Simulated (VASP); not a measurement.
# ZnCd2O3 (P-3m1) in VASP: single point with PBE

Aim: the single point of ZnCd2O3 with PBE.

Everything below comes from runs of VASP 6.6.1. Logs are shortened: lines on timing, memory, paths and dates and some standing lists are left out, and cuts for length are marked.

## Step 1: The cell of the first run

Symmetry: P-3m1, No. 164, trigonal system. Conventional cell: a = 3.259 Å, b = 3.259 Å, c = 8.067 Å, α = 90.00°, β = 90.00°, γ = 120.00°. Zn (site symmetry -3m) has 6 O at 2.21 Å within 2.9 Å. Within 3.5 Å of Cd (site symmetry 3m) lie 6 O at 2.36 to 2.37 Å and 3 Zn at 3.22 Å and 9 Cd at 3.26 to 3.41 Å. Within 3.0 Å of O (site symmetry 3m) lie 3 Zn at 2.21 Å and 3 Cd at 2.37 Å and 3 O at 2.99 Å. O (site symmetry -3m) has 6 Cd at 2.36 Å within 3.1 Å.

## Step 2: Single point, PBE

File INCAR:

```
PREC = Accurate
ENCUT = 700
EDIFF = 1E-6
ISMEAR = 0
SIGMA = 0.1
LREAL = F
LASPH = T
NELM = 120
ALGO = Normal
ISIF = 2
LWAVE = F
LCHARG = F
GGA = PE
NBANDS = 44
GGA_COMPAT = F
```

File KPOINTS:

```
Automatic mesh
0
Gamma
  6 6 2
```

File POSCAR:

```
ZnCd2O3
1.0
    3.2586238000      0.0000000000      0.0000000000
   -1.6293119000      2.8220510000      0.0000000000
    0.0000000000      0.0000000000      8.0669856000
Zn Cd O
1 2 3
Direct
    0.0000000000      0.0000000000      0.0000000000
    0.3333333000      0.6666667000      0.6762590000
    0.6666667000      0.3333333000      0.3237410000
    0.6666667000      0.3333333000      0.8557030000
    0.0000000000      0.0000000000      0.5000000000
    0.3333333000      0.6666667000      0.1442970000
```

Potentials or basis: VASP PAW PBE potentials, release 64 (Zn, Cd_sv_GW, O).

Launch:

```sh
$ cat potpaw_PBE.64/Zn/POTCAR potpaw_PBE.64/Cd_sv_GW/POTCAR potpaw_PBE.64/O/POTCAR > POTCAR
$ mpirun -np 1 vasp_std > vasp.out
```

OUTCAR:

```text
PREC = Accurate
   ENCUT = 700
   EDIFF = 1E-6
   ISMEAR = 0
   LREAL = F
   LASPH = T
   NELM = 120
   ISIF = 2
   GGA = PE

 ion  position               nearest neighbor table
   1  0.000  0.000  0.000-   4 2.21   6 2.21   4 2.21   6 2.21   4 2.21   6 2.21
   2  0.333  0.667  0.676-
   3  0.667  0.333  0.324-
   4  0.667  0.333  0.856-   1 2.21   1 2.21   1 2.21
   5  0.000  0.000  0.500-
   6  0.333  0.667  0.144-   1 2.21   1 2.21   1 2.21

  LATTYP: Found a hexagonal cell.
 ALAT       =     3.2586238000
 C/A-ratio  =     2.4755805196

  Lattice vectors:

 A1 = (   3.2586238000,   0.0000000000,   0.0000000000)
 A2 = (  -1.6293119000,   2.8220510000,   0.0000000000)
 A3 = (   0.0000000000,   0.0000000000,   8.0669856000)

Analysis of symmetry for initial positions (statically):
=====================================================================
 Subroutine PRICEL returns:
 Original cell was already a primitive cell.

 Routine SETGRP: Setting up the symmetry group for a
 hexagonal supercell.

 Subroutine GETGRP returns: Found 12 space group operations
 (whereof 12 operations were pure point group operations)
 out of a pool of 24 trial point group operations.

The static configuration has the point symmetry D_3d.

Analysis of symmetry for dynamics (positions and initial velocities):
=====================================================================
 Subroutine PRICEL returns:
 Original cell was already a primitive cell.

 Routine SETGRP: Setting up the symmetry group for a
 hexagonal supercell.

 Subroutine GETGRP returns: Found 12 space group operations
 (whereof 12 operations were pure point group operations)
 out of a pool of 24 trial point group operations.

The dynamic configuration has the point symmetry D_3d.

 Subroutine INISYM returns: Found 12 space group operations
 (whereof 12 operations are pure point group operations),
 and found     1 'primitive' translations

----------------------------------------------------------------------------------------

                                     Primitive cell

  volume of cell :      74.1840

[... 82 lines left out ...]
   LASPH  =      T    aspherical Exc in radial PAW
   ENCUT  =  700.0 eV  51.45 Ry    7.17 a.u.   7.03  7.03 17.40*2*pi/ulx,y,z
   NELM   =    120;   NELMIN=  2; NELMDL= -5     # of ELM steps
   EDIFF  = 0.1E-05   stopping-criterion for ELM
   LREAL  =      F    real-space projection
   EDIFFG = 0.1E-04   stopping-criterion for IOM
   NSW    =      0    number of steps for IOM
   IBRION =     -1    ionic relax: 0-MD 1-quasi-New 2-CG
   NFREE  =      0    steps in history (QN), initial steepest desc. (CG)
   ISIF   =      2    stress and relaxation
   ISYM   =      2    0-nonsym 1-usesym 2-fastsym
   POTIM  = 0.5000    time-step for ionic-motion
   TEBEG  =    0.0;   TEEND  =   0.0 temperature during run
   PSTRESS=    0.0 pullay stress
   NELECT =      70.0000    total number of electrons
   NUPDOWN=      -1.0000    fix difference up-down
   EMIN   =  10.00;   EMAX   =-10.00  energy-range for DOS
   EFERMI =   0.00;   METHOD = LEGACY
   ISMEAR =     0;   SIGMA  =   0.10  broadening in eV -4-tet -1-fermi 0-gaus
   EFERMI_NEDOS =   21; number of points for ismear=-14 and -15
   IALGO  =     38    algorithm
   IMIX   =      4    mixing-type and parameters
     AMIX     =   0.40;   BMIX     =  1.00
     AMIX_MAG =   1.60;   BMIX_MAG =  1.00
  volume/ion in A,a.u.               =      12.36        83.44
  Fermi-wavevector in a.u.,A,eV,Ry     =   1.605723  3.034377 35.080547  2.578347
  Thomas-Fermi vector in A             =   2.702024
   LORBIT       =      0    0 simple, 1 ext, 2 COOP (PROOUT), +10 PAW based schemes
   GGA     = PE    functional components
   LHFCALC =     F    Hartree Fock is set to
   AEXX    =    0.0000 exact exchange contribution
   IVDW    =     0    specifies the selected vdW correction
   LEPSILON=     F    determine dielectric tensor
   LRPA    =     F    only Hartree local field effects (RPA)
 non-spin polarized calculation
 Gauss-broadening in eV      SIGMA  =   0.10
  energy-cutoff  :      700.00
  volume of cell :       74.18
 maximum number of plane-waves:      3136
   NGX = 15   NGY = 15   NGZ = 35

 number of electron      69.9999997 magnetization

 Free energy of the ion-electron system (eV)
  ---------------------------------------------------
  ext. energy  EPLUGINS =         0.00000000
  ---------------------------------------------------
  free energy    TOTEN  =       -24.11643243 eV

  energy without entropy =      -24.11296787  energy(sigma->0) =      -24.11470015

 E-fermi :   4.0252     XC(G=0): -11.8189

 val. band max:        3.9509218095   @ k =   0.5000   0.0000   0.5000
 cond. band min:       5.5730900930   @ k =   0.1667   0.0000   0.0000
 fundamental gap:      1.6221682835
 Fermi energy:         4.0251803097

 k-point     1 :       0.0000    0.0000    0.0000
  band No.  band energies     occupation
      1     -96.5927      2.00000
      2     -96.5924      2.00000
      3     -57.6837      2.00000
      4     -57.6837      2.00000
      5     -57.6830      2.00000
      6     -57.6830      2.00000
[... 647 lines left out ...]
     43      14.3204      0.00000
     44      14.3204      0.00000

------------------------ aborting loop because EDIFF is reached ----------------------------------------

  FORCE on cell =-STRESS in cart. coord.  units (eV):
  Direction    XX          YY          ZZ          XY          YZ          ZX
  --------------------------------------------------------------------------------------
  -------------------------------------------------------------------------------------
  Total        0.0361499      0.0361499      0.0383459      0.0000000     -0.0000000     -0.0000000
  in kB        0.7807413      0.7807413      0.8281683      0.0000000     -0.0000000     -0.0000000
  external PRESSURE =       0.7965503 kB  Pullay stress =       0.0000000 kB

 VOLUME and BASIS-vectors are now :
 -----------------------------------------------------------------------------
  energy-cutoff  :      700.00
  volume of cell :       74.18
      direct lattice vectors                 reciprocal lattice vectors
     3.258623800  0.000000000  0.000000000     0.306878014  0.177176103  0.000000000
    -1.629311900  2.822051000  0.000000000     0.000000000  0.354352207  0.000000000
     0.000000000  0.000000000  8.066985600     0.000000000  0.000000000  0.123962041

 POSITION                                       TOTAL-FORCE (eV/Angst)
 -----------------------------------------------------------------------------------
      0.00000      0.00000      0.00000         0.000000      0.000000      0.000000
     -0.00000      1.88137      5.45537        -0.000000     -0.000000     -0.009800
      1.62931      0.94068      2.61161         0.000000      0.000000      0.009800
      1.62931      0.94068      6.90294        -0.000000      0.000000     -0.017589
      0.00000      0.00000      4.03349         0.000000      0.000000      0.000000
     -0.00000      1.88137      1.16404         0.000000     -0.000000      0.017589
 -----------------------------------------------------------------------------------
    total drift:                                0.000000     -0.000000      0.000000

  FREE ENERGIE OF THE ION-ELECTRON SYSTEM (eV)
  ---------------------------------------------------
  free  energy   TOTEN  =       -24.1164324312 eV

  energy  without entropy=      -24.1129678705  energy(sigma->0) =      -24.11470015
```

It took 48 s on 1 thread of Intel Xeon 6975P-C (Granite Rapids), shared host; peak memory 0.27 GiB.

What came out:

- Free energy: -24.1164 eV
- Pressure: 0.1 GPa
- Largest force: 0.018 eV/Å
- Band gap on the k mesh: zero (bands 35 and 36 overlap by 0.25 eV)

Forces in eV/Å, atoms in the order of the input:
```
Zn   0.000  0.000  0.000
Cd   0.000  0.000 -0.010
Cd   0.000  0.000  0.010
O    0.000  0.000 -0.018
O    0.000  0.000  0.000
O    0.000  0.000  0.018
```

Caveat: the k points lie up to 0.39 Å⁻¹ apart; semilocal functionals underestimate gaps, and a narrow one can read as zero.

The gap in the log of VASP goes by the Fermi energy; the results here count the filled bands.